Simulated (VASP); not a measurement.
A run of VASP 6.6.1:

The input INCAR:

```
SYSTEM = CdF2
PREC = Accurate
ENCUT = 600
EDIFF = 1E-7
ISMEAR = -1
SIGMA = 0.1
LREAL = .FALSE.
LASPH = .TRUE.
NELM = 60
ALGO = Normal
ISIF = 3
LWAVE = .FALSE.
LCHARG = .FALSE.
GGA = PS
IBRION = 2
NSW = 100
EDIFFG = -0.002
```

File KPOINTS:

```
Automatic mesh
0
G
  12 12 12
  0 0 0
```

The input POSCAR:

```
CdF2
1.0
    2.6940000000      2.6940000000      0.0000000000
   -2.6940000000      2.6940000000      0.0000000000
    0.0000000000      2.6940000000      2.6940000000
Cd F
1 2
Direct
    0.0000000000      0.0000000000      0.0000000000
    0.2500000000      0.7500000000      0.5000000000
    0.7500000000      0.2500000000      0.5000000000
```

Potentials or basis: VASP PAW PBE potentials, release 64 (Cd, F).

Command:

```bash
$ cat potpaw_PBE.64/Cd/POTCAR potpaw_PBE.64/F/POTCAR > POTCAR
$ mpirun -np 1 vasp_std > vasp.out
```

Hardware: 1 thread of Intel(R) Xeon(R) Platinum 8488C (Sapphire Rapids), on a shared host.

Estimate the wall time of this run.

It took 64 s on 1 thread of Intel(R) Xeon(R) Platinum 8488C (Sapphire Rapids), with other jobs on the host, peak memory 0.21 GiB. Counts: scf iterations 28, k points 72, ion steps 3.
